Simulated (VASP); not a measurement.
# GaSe (P6_3/mmc) in VASP: single point with r2SCAN

Aim: the single point of GaSe with r2SCAN.

All numbers are computed with VASP 6.6.1; they aren't measurements. Logs are shortened: lines on timing, memory, paths and dates and some standing lists are left out, and cuts for length are marked.

## (1) The cell of the first run

It takes space group P6_3/mmc (No. 194, hexagonal). Conventional cell: a = 3.754 Å, b = 3.754 Å, c = 16.114 Å, α = 90.00°, β = 90.00°, γ = 120.00°. Ga (site symmetry 3m) has 1 Ga at 2.43 Å and 3 Se at 2.46 Å within 3.2 Å. Within 3.2 Å of Se (site symmetry 3m) lie 3 Ga at 2.46 Å.

## (2) Single point, r2SCAN

File POSCAR:

```
GaSe
1.0
    3.7535241568      0.0000000000      0.0000000000
   -1.8767620784      3.2506472735      0.0000000000
    0.0000000000      0.0000000000     16.1143200315
Ga Se
4 4
Direct
    0.3333333333      0.6666666667      0.1745345898
    0.6666666667      0.3333333333      0.6745345898
    0.3333333333      0.6666666667      0.3254654102
    0.6666666667      0.3333333333      0.8254654102
    0.3333333333      0.6666666667      0.6026658878
    0.6666666667      0.3333333333      0.1026658878
    0.3333333333      0.6666666667      0.8973341122
    0.6666666667      0.3333333333      0.3973341122
```

File INCAR.step1:

```
SYSTEM = GaSe
PREC     = Accurate       ! precision mode
ENCUT    = 550            ! plane-wave cutoff, eV
ISMEAR   = 0              ! smearing method
SIGMA    = 0.01           ! smearing width, eV
LREAL    = .FALSE.        ! projectors in reciprocal space
LASPH    = .TRUE.         ! aspherical terms in the spheres
NELM     = 120            ! most SCF steps
NBANDS   = 48             ! bands
GGA      = PE             ! functional
ALGO     = Normal         ! electronic algorithm
EDIFF    = 1E-5           ! SCF threshold, eV
LWAVE    = .TRUE.         ! write WAVECAR
LCHARG   = .FALSE.        ! write CHGCAR
GGA_COMPAT= .FALSE.
```

File INCAR.step2:

```
SYSTEM = GaSe
PREC     = Accurate       ! precision mode
ENCUT    = 550            ! plane-wave cutoff, eV
EDIFF    = 1E-6           ! SCF threshold, eV
ISMEAR   = 0              ! smearing method
SIGMA    = 0.01           ! smearing width, eV
LREAL    = .FALSE.        ! projectors in reciprocal space
LASPH    = .TRUE.         ! aspherical terms in the spheres
NELM     = 120            ! most SCF steps
ALGO     = Normal         ! electronic algorithm
ISIF     = 2              ! what is computed and relaxed
LWAVE    = .FALSE.        ! write WAVECAR
LCHARG   = .FALSE.        ! write CHGCAR
METAGGA  = R2SCAN         ! meta-GGA
LMIXTAU  = .TRUE.       
NBANDS   = 48             ! bands
ISTART   = 1            
GGA_COMPAT= .FALSE.
```

File KPOINTS:

```
regular mesh
0
G
  12 12 2
  0 0 0
```

Potentials or basis: VASP PAW PBE potentials, release 64 (Ga_d, Se).

Command:

```bash
$ cat potpaw_PBE.64/Ga_d/POTCAR potpaw_PBE.64/Se/POTCAR > POTCAR
$ cp INCAR.step1 INCAR
$ mpirun -np 1 vasp_std > vasp.out
$ cp INCAR.step2 INCAR
$ mpirun -np 1 vasp_std > vasp.out
```

OUTCAR:

```text
SYSTEM = GaSe
   PREC = Accurate
   ENCUT = 550
   EDIFF = 1E-6
   ISMEAR = 0
   LREAL = .FALSE.
   LASPH = .TRUE.
   NELM = 120
   ISIF = 2
   METAGGA = R2SCAN
   ISTART = 1

 ion  position               nearest neighbor table
   1  0.333  0.667  0.175-   3 2.43   6 2.46   6 2.46   6 2.46
   2  0.667  0.333  0.675-   4 2.43   5 2.46   5 2.46   5 2.46
   3  0.333  0.667  0.325-   1 2.43   8 2.46   8 2.46   8 2.46
   4  0.667  0.333  0.825-   2 2.43   7 2.46   7 2.46   7 2.46
   5  0.333  0.667  0.603-   2 2.46   2 2.46   2 2.46
   6  0.667  0.333  0.103-   1 2.46   1 2.46   1 2.46
   7  0.333  0.667  0.897-   4 2.46   4 2.46   4 2.46
   8  0.667  0.333  0.397-   3 2.46   3 2.46   3 2.46

  LATTYP: Found a hexagonal cell.
 ALAT       =     3.7535241568
 C/A-ratio  =     4.2931174433

  Lattice vectors:

 A1 = (   3.7535241568,   0.0000000000,   0.0000000000)
 A2 = (  -1.8767620784,   3.2506472735,   0.0000000000)
 A3 = (   0.0000000000,   0.0000000000,  16.1143200315)

Analysis of symmetry for initial positions (statically):
=====================================================================
 Subroutine PRICEL returns:
 Original cell was already a primitive cell.

 Routine SETGRP: Setting up the symmetry group for a
 hexagonal supercell.

 Subroutine GETGRP returns: Found 24 space group operations
 (whereof 12 operations were pure point group operations)
 out of a pool of 24 trial point group operations.

The static configuration has the point symmetry D_3d.
 The point group associated with its full space group is D_6h.

Analysis of symmetry for dynamics (positions and initial velocities):
=====================================================================
 Subroutine PRICEL returns:
 Original cell was already a primitive cell.

 Routine SETGRP: Setting up the symmetry group for a
 hexagonal supercell.

 Subroutine GETGRP returns: Found 24 space group operations
 (whereof 12 operations were pure point group operations)
 out of a pool of 24 trial point group operations.

The dynamic configuration has the point symmetry D_3d.
 The point group associated with its full space group is D_6h.

 Subroutine INISYM returns: Found 24 space group operations
 (whereof 12 operations are pure point group operations),
 and found     1 'primitive' translations

----------------------------------------------------------------------------------------

                                     Primitive cell

  volume of cell :     196.6170

  direct lattice vectors                    reciprocal lattice vectors
     3.753524157  0.000000000  0.000000000     0.266416295  0.153815520  0.000000000
    -1.876762078  3.250647273  0.000000000     0.000000000  0.307631040  0.000000000
     0.000000000  0.000000000 16.114320032     0.000000000  0.000000000  0.062056605

  length of vectors
     3.753524157  3.753524157 16.114320032     0.307631040  0.307631040  0.062056605

  position of ions in fractional coordinates (direct lattice)
     0.333333333  0.666666667  0.174534590
     0.666666667  0.333333333  0.674534590
     0.333333333  0.666666667  0.325465410
     0.666666667  0.333333333  0.825465410
     0.333333333  0.666666667  0.602665888
     0.666666667  0.333333333  0.102665888
     0.333333333  0.666666667  0.897334112
     0.666666667  0.333333333  0.397334112

  ion indices of the primitive-cell ions
   primitive index   ion index
                 1           1
                 2           2
                 3           3
                 4           4
                 5           5
                 6           6
                 7           7
                 8           8

----------------------------------------------------------------------------------------

 KPOINTS: regular mesh

Automatic generation of k-mesh.
 Grid dimensions read from file:
 generate k-points for:   12   12    2

 Generating k-lattice:

  Cartesian coordinates                     Fractional coordinates (reciprocal lattice)
     0.022201358  0.012817960  0.000000000     0.083333333  0.000000000  0.000000000
     0.000000000  0.025635920  0.000000000     0.000000000  0.083333333  0.000000000
     0.000000000  0.000000000  0.031028303     0.000000000  0.000000000  0.500000000

  Length of vectors
     0.025635920  0.025635920  0.031028303

  Shift w.r.t. Gamma in fractional coordinates (k-lattice)
     0.000000000  0.000000000  0.000000000

 Subroutine IBZKPT returns following result:
 ===========================================

 Found     38 irreducible k-points:

 Following reciprocal coordinates:
            Coordinates               Weight
  0.000000  0.000000  0.000000      1.000000
  0.083333  0.000000  0.000000      6.000000
  0.166667  0.000000  0.000000      6.000000
  0.250000  0.000000  0.000000      6.000000
  0.333333  0.000000  0.000000      6.000000
  0.416667 -0.000000  0.000000      6.000000
[... 16 lines left out ...]
  0.250000  0.000000  0.500000      6.000000
  0.333333  0.000000  0.500000      6.000000
 [... further k-points ...]
   k-points           NKPTS =     38   k-points in BZ     NKDIM =     38   number of bands    NBANDS=     48
   number of dos      NEDOS =    301   number of ions     NIONS =      8
   total plane-waves  NPLWV = 113400
   dimension x,y,z NGX =    30 NGY =   30 NGZ =  126
   dimension x,y,z NGXF=    60 NGYF=   60 NGZF=  252
   ions per type =               4   4
   NGX,Y,Z   is equivalent  to a cutoff of  13.29, 13.29, 13.00 a.u.
   NGXF,Y,Z  is equivalent  to a cutoff of  26.57, 26.57, 26.00 a.u.
 SYSTEM =  GaSe
   PREC   = accura    normal or accurate (medium, high low for compatibility)
   ISTART =      1    job   : 0-new  1-cont  2-samecut
   ICHARG =      0    charge: 1-file 2-atom 10-const
   ISPIN  =      1    spin polarized calculation?
   LNONCOLLINEAR =      F non collinear calculations
   LSORBIT =      F    spin-orbit coupling
   LASPH  =      T    aspherical Exc in radial PAW
   ENCUT  =  550.0 eV  40.42 Ry    6.36 a.u.   7.18  7.18 30.81*2*pi/ulx,y,z
   NELM   =    120;   NELMIN=  2; NELMDL=  0     # of ELM steps
   EDIFF  = 0.1E-05   stopping-criterion for ELM
   LREAL  =      F    real-space projection
   EDIFFG = 0.1E-04   stopping-criterion for IOM
   NSW    =      0    number of steps for IOM
   IBRION =     -1    ionic relax: 0-MD 1-quasi-New 2-CG
   NFREE  =      0    steps in history (QN), initial steepest desc. (CG)
   ISIF   =      2    stress and relaxation
   ISYM   =      2    0-nonsym 1-usesym 2-fastsym
   POTIM  = 0.5000    time-step for ionic-motion
   TEBEG  =    0.0;   TEEND  =   0.0 temperature during run
   PSTRESS=    0.0 pullay stress
   NELECT =      76.0000    total number of electrons
   NUPDOWN=      -1.0000    fix difference up-down
   EMIN   =  10.00;   EMAX   =-10.00  energy-range for DOS
   EFERMI =   0.00;   METHOD = LEGACY
   ISMEAR =     0;   SIGMA  =   0.01  broadening in eV -4-tet -1-fermi 0-gaus
   EFERMI_NEDOS =   21; number of points for ismear=-14 and -15
   IALGO  =     38    algorithm
   IMIX   =      4    mixing-type and parameters
     AMIX     =   0.40;   BMIX     =  1.00
     AMIX_MAG =   1.60;   BMIX_MAG =  1.00
  volume/ion in A,a.u.               =      24.58       165.85
  Fermi-wavevector in a.u.,A,eV,Ry     =   1.192538  2.253571 19.349494  1.422148
  Thomas-Fermi vector in A             =   2.328574
   LORBIT       =      0    0 simple, 1 ext, 2 COOP (PROOUT), +10 PAW based schemes
   METAGGA = R2SCAN    functional components
   LHFCALC =     F    Hartree Fock is set to
   AEXX    =    0.0000 exact exchange contribution
   IVDW    =     0    specifies the selected vdW correction
   LEPSILON=     F    determine dielectric tensor
   LRPA    =     F    only Hartree local field effects (RPA)
 non-spin polarized calculation
 Gauss-broadening in eV      SIGMA  =   0.01
  energy-cutoff  :      550.00
  volume of cell :      196.62
 maximum number of plane-waves:      5811
 NGX is ok and might be reduce to    30
   NGX = 15   NGY = 15   NGZ = 61

 number of electron      76.0000022 magnetization

 Free energy of the ion-electron system (eV)
  ---------------------------------------------------
  ext. energy  EPLUGINS =         0.00000000
  ---------------------------------------------------
  free energy    TOTEN  =      -108.50508803 eV

  energy without entropy =     -108.50508803  energy(sigma->0) =     -108.50508803

 E-fermi :   3.1968     XC(G=0):  -9.8424

 val. band max:        3.1139579708   @ k =   0.0000   0.0000   0.0000
 cond. band min:       4.5815406594   @ k =   0.0000   0.0000   0.0000
 fundamental gap:      1.4675826886
 Fermi energy:         3.1967620371

 k-point     1 :       0.0000    0.0000    0.0000
  band No.  band energies     occupation
      1     -12.5201      2.00000
      2     -12.5189      2.00000
      3     -12.3882      2.00000
      4     -12.3882      2.00000
      5     -12.3881      2.00000
      6     -12.3881      2.00000
[... 40 lines left out ...]
     47       8.8618      0.00000
     48       8.8618      0.00000

 k-point     2 :       0.0833    0.0000    0.0000
  band No.  band energies     occupation
      1     -12.5226      2.00000
      2     -12.5208      2.00000
      3     -12.4136      2.00000
      4     -12.4101      2.00000
      5     -12.3871      2.00000
      6     -12.3870      2.00000
[... 40 lines left out ...]
     47       8.5854      0.00000
     48       8.8392      0.00000

 k-point     3 :       0.1667    0.0000    0.0000
  band No.  band energies     occupation
      1     -12.5368      2.00000
      2     -12.5322      2.00000
      3     -12.4546      2.00000
      4     -12.4495      2.00000
      5     -12.4233      2.00000
      6     -12.4125      2.00000
[... 1060 lines left out ...]
     47       8.2566      0.00000
     48       8.2566      0.00000

 k-point    24 :       0.3333    0.0000    0.5000
  band No.  band energies     occupation
      1     -12.6015      2.00000
      2     -12.6015      2.00000
      3     -12.5164      2.00000
      4     -12.5164      2.00000
      5     -12.4739      2.00000
      6     -12.4739      2.00000
[... 40 lines left out ...]
     47       8.1154      0.00000
     48       8.1154      0.00000

 [... further k-points ...]

------------------------ aborting loop because EDIFF is reached ----------------------------------------

  FORCE on cell =-STRESS in cart. coord.  units (eV):
  Direction    XX          YY          ZZ          XY          YZ          ZX
  --------------------------------------------------------------------------------------
  -------------------------------------------------------------------------------------
  Total        1.1018011      1.1018011      1.0352966      0.0000000     -0.0000000      0.0000000
  in kB        8.9782717      8.9782717      8.4363450      0.0000000     -0.0000000      0.0000000
  external PRESSURE =       8.7976295 kB  Pullay stress =       0.0000000 kB

 VOLUME and BASIS-vectors are now :
 -----------------------------------------------------------------------------
  energy-cutoff  :      550.00
  volume of cell :      196.62
      direct lattice vectors                 reciprocal lattice vectors
     3.753524157  0.000000000  0.000000000     0.266416295  0.153815520  0.000000000
    -1.876762078  3.250647273  0.000000000     0.000000000  0.307631040  0.000000000
     0.000000000  0.000000000 16.114320032     0.000000000  0.000000000  0.062056605

 POSITION                                       TOTAL-FORCE (eV/Angst)
 -----------------------------------------------------------------------------------
     -0.00000      2.16710      2.81251        -0.000000     -0.000000      0.013084
      1.87676      1.08355     10.86967         0.000000      0.000000      0.013084
     -0.00000      2.16710      5.24465        -0.000000     -0.000000     -0.013084
      1.87676      1.08355     13.30181         0.000000      0.000000     -0.013084
     -0.00000      2.16710      9.71155         0.000000      0.000000      0.008711
      1.87676      1.08355      1.65439        -0.000000      0.000000      0.008711
     -0.00000      2.16710     14.45993         0.000000      0.000000     -0.008711
      1.87676      1.08355      6.40277         0.000000     -0.000000     -0.008711
 -----------------------------------------------------------------------------------
    total drift:                               -0.000000      0.000000      0.000000

  FREE ENERGIE OF THE ION-ELECTRON SYSTEM (eV)
  ---------------------------------------------------
  free  energy   TOTEN  =      -108.5050880290 eV

  energy  without entropy=     -108.5050880290  energy(sigma->0) =     -108.50508803
```

Wall time 42 min (1 thread of Intel Xeon 6975P-C (Granite Rapids), shared host); peak memory 0.56 GiB.

Results:

- Free energy: -108.5051 eV
- Pressure: 0.9 GPa
- Largest force: 0.013 eV/Å
- Band gap on the k mesh: 1.47 eV

Forces on the atoms (eV/Å):
```
Ga   0.000  0.000  0.013
Ga   0.000  0.000  0.013
Ga   0.000  0.000 -0.013
Ga   0.000  0.000 -0.013
Se   0.000  0.000  0.009
Se   0.000  0.000  0.009
Se   0.000  0.000 -0.009
Se   0.000  0.000 -0.009
```

Levels at points of the mesh, in eV from the valence-band top:
```csv
k point,band 35,band 36,band 37,band 38,band 39,band 40,band 41,band 42
"(0.00, 0.00, 0.00)",-1.38,-1.27,-1.27,0.00,1.47,2.29,2.66,2.79
"(0.50, 0.00, 0.00)",-2.51,-2.42,-2.35,-1.91,1.50,1.62,2.10,2.24
"(0.00, 0.00, 0.50)",-1.31,-1.31,-0.79,-0.79,1.99,1.99,2.71,2.71
"(0.50, 0.00, 0.50)",-2.57,-2.57,-2.17,-2.17,1.77,1.77,1.95,1.95
```

Caveat: the PAW data sets were made with another functional, which shifts forces and pressure a little.
